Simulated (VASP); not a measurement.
# Zr2N (P4_2/mnm) in VASP: notebook, part 2 of 2

VASP 6.6.1. Earlier steps stand in the parts before.

### 3 Relaxation of shape and atoms at fixed volume, PBEsol (15.26 Å³/atom)

This run uses another cell than the first one, of 15.26 Å³/atom.

The input, INCAR:

```
SYSTEM = Zr2N
ALGO = Normal
EDIFF = 1E-7
EDIFFG = -0.01
ENCUT = 600
GGA = PS
IBRION = 2
ISIF = 4
ISMEAR = 0
LASPH = .TRUE.
LCHARG = .FALSE.
LREAL = .FALSE.
LWAVE = .FALSE.
NELM = 100
NSW = 50
PREC = Accurate
SIGMA = 0.1
```

The input, KPOINTS:

```
k-points
0
G
  8 8 10
  0 0 0
```

The input, POSCAR:

```
Zr2N
1.0
    5.3158021598      0.0000000000      0.0000000000
    0.0000000000      5.3158021598      0.0000000000
    0.0000000000      0.0000000000      3.2395639212
Zr N
4 2
Direct
    0.2962523363      0.2962523363      0.0000000000
    0.7037476637      0.7037476637      0.0000000000
    0.7962523363      0.2037476637      0.5000000000
    0.2037476637      0.7962523363      0.5000000000
    0.0000000000      0.0000000000      0.0000000000
    0.5000000000      0.5000000000      0.5000000000
```

Potentials or basis: VASP PAW PBE potentials, release 64 (Zr_sv, N).

Command:

```console
> cat potpaw_PBE.64/Zr_sv/POTCAR potpaw_PBE.64/N/POTCAR > POTCAR
> mpirun -np 1 vasp_std > vasp.out
```

OUTCAR:

```text
SYSTEM = Zr2N
   EDIFF = 1E-7
   EDIFFG = -0.01
   ENCUT = 600
   GGA = PS
   IBRION = 2
   ISIF = 4
   ISMEAR = 0
   LASPH = .TRUE.
   LREAL = .FALSE.
   NELM = 100
   NSW = 50
   PREC = Accurate

 ion  position               nearest neighbor table
   1  0.296  0.296  0.000-   5 2.23   6 2.23   6 2.23   2 3.06   4 3.15   3 3.15   4 3.15   3 3.15
                             4 3.15   4 3.15   3 3.15   3 3.15   2 3.82   2 3.82
   2  0.704  0.704  0.000-   5 2.23   6 2.23   6 2.23   1 3.06   4 3.15   3 3.15   4 3.15   3 3.15
                             3 3.15   3 3.15   4 3.15   4 3.15   1 3.82   1 3.82
   3  0.796  0.204  0.500-   6 2.23   5 2.23   5 2.23   4 3.06   1 3.15   1 3.15   2 3.15   2 3.15
                             2 3.15   2 3.15   1 3.15   1 3.15   4 3.82   4 3.82
   4  0.204  0.796  0.500-   6 2.23   5 2.23   5 2.23   3 3.06   1 3.15   1 3.15   2 3.15   2 3.15
                             1 3.15   1 3.15   2 3.15   2 3.15   3 3.82   3 3.82
   5  0.000  0.000  0.000-   1 2.23   2 2.23   3 2.23   4 2.23   3 2.23   4 2.23
   6  0.500  0.500  0.500-   3 2.23   4 2.23   1 2.23   2 2.23   1 2.23   2 2.23

[... 328 lines left out ...]
 cond. band min:      10.2247674981   @ k =   0.3750   0.3750   0.2000
 fundamental gap:      0.0081390131
 Fermi energy:        10.2168736887

 k-point     1 :       0.0000    0.0000    0.0000
  band No.  band energies     occupation
      1     -38.2251      2.00000
      2     -38.0471      2.00000
      3     -38.0471      2.00000
      4     -37.9711      2.00000
      5     -17.3679      2.00000
      6     -16.6453      2.00000
[... 877 lines left out ...]
     33      12.3259      0.00000
     34      12.3259      0.00000

 [... further k-points ...]

------------------------ aborting loop because EDIFF is reached ----------------------------------------

  FORCE on cell =-STRESS in cart. coord.  units (eV):
  Direction    XX          YY          ZZ          XY          YZ          ZX
  --------------------------------------------------------------------------------------
  -------------------------------------------------------------------------------------
  Total        3.5530900      3.5530900      3.5736570      0.0000000      0.0000000      0.0000000
  in kB       62.1859987     62.1859987     62.5459627      0.0000000      0.0000000      0.0000000
  external PRESSURE =      62.3059867 kB  Pullay stress =       0.0000000 kB
[... 21 lines left out ...]
  FREE ENERGIE OF THE ION-ELECTRON SYSTEM (eV)
  ---------------------------------------------------
  free  energy   TOTEN  =       -61.7649042232 eV

  energy  without entropy=      -61.7514832976  energy(sigma->0) =      -61.75819376

 reached required accuracy - stopping structural energy minimisation
```

It took 5.2 min on 1 thread of Intel Xeon 6975P-C (Granite Rapids), shared host; peak memory 0.4 GiB.

What came out:

* Free energy: -61.7649 eV
* Energy gained by relaxing: 0.2 meV/atom
* Ionic steps: 4
* Pressure after relaxing: 6.2 GPa
* Band gap on the k mesh: zero (bands 29 and 30 overlap by 2.66 eV)

Forces in eV/Å, atoms in the order of the input:
```
Zr   0.002  0.002  0.000
Zr  -0.002 -0.002  0.000
Zr   0.002 -0.002  0.000
Zr  -0.002  0.002  0.000
N    0.000  0.000  0.000
N    0.000  0.000  0.000
```

Step by step:
| step | energy change (eV) | largest force (eV/Å) | pressure (GPa) | volume (Å³) |
| --- | --- | --- | --- | --- |
| 1 | 0.0000 | 0.0829 | 6.33 | 91.54 |
| 2 | -0.0009 | 0.0199 | 6.25 | 91.54 |
| 3 | -0.0010 | 0.0072 | 6.23 | 91.54 |
| 4 | -0.0010 | 0.0022 | 6.23 | 91.54 |

Final structure:
```
CELL_PARAMETERS angstrom
5.31311 0.00000 0.00000
0.00000 5.31311 0.00000
0.00000 0.00000 3.24284
ATOMIC_POSITIONS crystal
Zr 0.29554 0.29554 0.00000
Zr 0.70446 0.70446 0.00000
Zr 0.79554 0.20446 0.50000
Zr 0.20446 0.79554 0.50000
N 0.00000 0.00000 0.00000
N 0.50000 0.50000 0.50000
```

Caveat: the PAW data sets were made with another functional, which shifts forces and pressure a little.

### 4 Single point, PBEsol

The input, INCAR:

```
ALGO = Normal
EDIFF = 1E-6
ENCUT = 520
GGA = PS
ISIF = 2
ISMEAR = -1
LASPH = True
LCHARG = False
LREAL = False
LWAVE = False
NBANDS = 38
NELM = 100
PREC = Accurate
SIGMA = 0.15
```

The input, KPOINTS:

```
k-points
0
Gamma
  8 8 10
```

The input, POSCAR:

```
Zr2N
1.0
    5.3680229219      0.0000000000      0.0000000000
    0.0000000000      5.3680229219      0.0000000000
    0.0000000000      0.0000000000      3.2740679051
Zr N
4 2
Direct
    0.2959230065      0.2959230065      0.0000000000
    0.7040769935      0.7040769935      0.0000000000
    0.7959230065      0.2040769935      0.5000000000
    0.2040769935      0.7959230065      0.5000000000
    0.0000000000      0.0000000000      0.0000000000
    0.5000000000      0.5000000000      0.5000000000
```

Command:

```console
> cat potpaw_PBE.64/Zr_sv/POTCAR potpaw_PBE.64/N/POTCAR > POTCAR
> mpirun -np 1 vasp_std > vasp.out
```

Wall time 5.2 min (1 thread of Intel Xeon Platinum 8488C (Sapphire Rapids), shared host); peak memory 0.35 GiB.

It converged, with:

| Property | Result |
| --- | --- |
| Free energy | -61.9209 eV |
| Pressure | 0.3 GPa |
| Largest force | 0.006 eV/Å |
| Band gap on the k mesh | zero (bands 29 and 30 overlap by 2.59 eV) |

Forces on the atoms (eV/Å):
```
Zr  -0.004 -0.004  0.000
Zr   0.004  0.004  0.000
Zr  -0.004  0.004  0.000
Zr   0.004 -0.004  0.000
N    0.000  0.000  0.000
N    0.000  0.000  0.000
```

Levels at points of the mesh, in eV from the Fermi level:
```
           k point  band 28  band 29  band 30  band 31  band 32  band 33
(0.00, 0.00, 0.00)     0.52     0.72     1.01     1.01     1.28     1.37
(0.50, 0.00, 0.00)    -1.01     1.43     1.43     1.49     1.49     1.73
(0.50, 0.50, 0.00)    -1.14     0.90     0.90     1.32     1.32     1.61
(0.00, 0.00, 0.50)    -1.16    -1.16    -1.16     1.92     1.92     3.10
(0.50, 0.00, 0.50)    -0.90    -0.79    -0.79     1.51     1.51     3.38
(0.50, 0.50, 0.50)    -0.97    -0.26    -0.26     1.17     1.17     2.67
```

Caveat: the PAW data sets were made with another functional, which shifts forces and pressure a little.

### 5 Overview

```csv
task,cell,cutoff (eV),smearing,gap on the mesh (eV),pressure (GPa),largest force (eV/Å)
single point,"a = 5.370, b = 5.370, c = 3.273 Å, 6 atoms, atomic positions A",520,gaussian 0.1 eV,none,0.2,0.01
relaxation of shape and atoms at fixed volume,"relaxed from a = 5.316, b = 5.316, c = 3.240 Å, 6 atoms, atomic positions A",600,gaussian 0.1 eV,none,6.2,-
single point,"a = 5.368, b = 5.368, c = 3.274 Å, 6 atoms, atomic positions B",520,fermi-dirac 0.15 eV,none,0.3,0.01
```

Alike in all rows: level PBEsol; potentials or basis VASP PAW PBE potentials, release 64 (Zr_sv, N); no spin polarisation; k mesh 8 × 8 × 10.

Caveats: the PAW data sets were made with another functional, which shifts forces and pressure a little.

Total energies depend on the potentials used, so only differences within one code and one set of settings carry meaning.
